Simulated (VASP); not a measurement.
Runs of VASP 6.6.1 on Si2Ni. The structure is that of space group Fm-3m (No. 225), or close to it. The cells are those of the table. 

| spin | fixed moment (μB) | cell | pressure (GPa) | moment (μB) |
| --- | --- | --- | --- | --- |
| collinear, ferromagnetic start | 0.25 | a = 3.999 Å, angles 60.0°, 3 atoms | -12.5 | 0.25 |
| collinear, ferromagnetic start | 0.75 | a = 3.690 Å, angles 60.0°, 3 atoms | (b) | 0.75 |
| collinear, ferromagnetic start | 0.375 | a = 3.999 Å, angles 60.0°, 3 atoms | -12.3 | 0.38 |
| collinear, ferromagnetic start | 1.0 | a = 3.690 Å, angles 60.0°, 3 atoms | 29.8 | 1.00 |
| collinear, ferromagnetic start | 0.5 | a = 3.690 Å, angles 60.0°, 3 atoms | (c) | 0.50 |
| collinear | 0.125 | a = 3.999 Å, angles 60.0°, 3 atoms | -12.6 | 0.12 |
| collinear, ferromagnetic start | 0.375 | a = 3.690 Å, angles 60.0°, 3 atoms | (a) | 0.38 |
| collinear, ferromagnetic start | 0.25 | a = 3.690 Å, angles 60.0°, 3 atoms | 24.7 | 0.25 |
| collinear, ferromagnetic start | 0.625 | a = 3.999 Å, angles 60.0°, 3 atoms | -11.6 | 0.62 |

Alike in all rows: task single point; level PBE; potentials or basis VASP PAW PBE potentials, release 64 (Si, Ni); k mesh 14 × 14 × 14; cutoff (eV) 520; smearing gaussian 0.15 eV.

Q: Fill in the values left out.

A: (a) 25.4; (b) 27.9; (c) 26.2.

Caveats: the total moment is fixed, so each spin has its own Fermi level and the state may be an excited one; the cell stands under pressure (at least some runs); the cell stands under tension (at least some runs).
